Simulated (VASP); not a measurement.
Set up this calculation in VASP 6.6.1, as the native input.

| Quantity | Value |
| --- | --- |
| Task | single point |
| Functional | LDA |
| Potentials or basis | VASP PAW LDA potentials, release 64 (C) |
| Cutoff | 520 eV |
| k mesh | 21 × 21 × 1 |
| Occupations | gaussian, width 0.1 eV |
| Spin | no spin polarisation |
| Dipole correction | yes |
| Further INCAR settings | ALGO = Normal; EDIFF = 1e-06; NBANDS = 11; NELMDL = -8 |

The structure of C lies in POSCAR:

```
C
1.0
    2.2000000000      0.0000000000      0.0000000000
   -1.1000000000      1.9052558883      0.0000000000
    0.0000000000      0.0000000000     28.0000000000
C
2
Direct
    0.3333333333      0.6666666667      0.5000000000
    0.6666666667      0.3333333333      0.5000000000
```

One way to write it, as run:

INCAR

```
SYSTEM = C
  PREC = Accurate
  ENCUT = 520
  EDIFF = 1E-6
  ISMEAR = 0
  SIGMA = 0.1
  LREAL = .False.
  LASPH = .True.
  NELM = 120
  ALGO = Normal
  ISIF = 2
  LWAVE = .False.
  LCHARG = .True.
  LDIPOL = .True.
  IDIPOL = 3
  DIPOL = 0.5 0.5 0.500
  GGA = CA
  LELF = .True.
  LVHAR = .True.
  LVACPOTAV = .True.
  NBANDS = 11
  GGA_COMPAT = .False.
  NELMDL = -8
```

KPOINTS

```
regular mesh
0
Gamma
  21 21 1
  0 0 0
```

Potentials or basis: VASP PAW LDA potentials, release 64 (C).

The run is started by

```sh
$ cat potpaw_LDA.64/C/POTCAR > POTCAR
$ mpirun -np 1 vasp_std > vasp.out
```

Results of the run:

```
Band gap on the k mesh : zero (filled and empty bands touch)
```

Run time: 94 s on 1 thread of Intel Xeon 8259CL (shared host), peak memory 0.2 GiB.
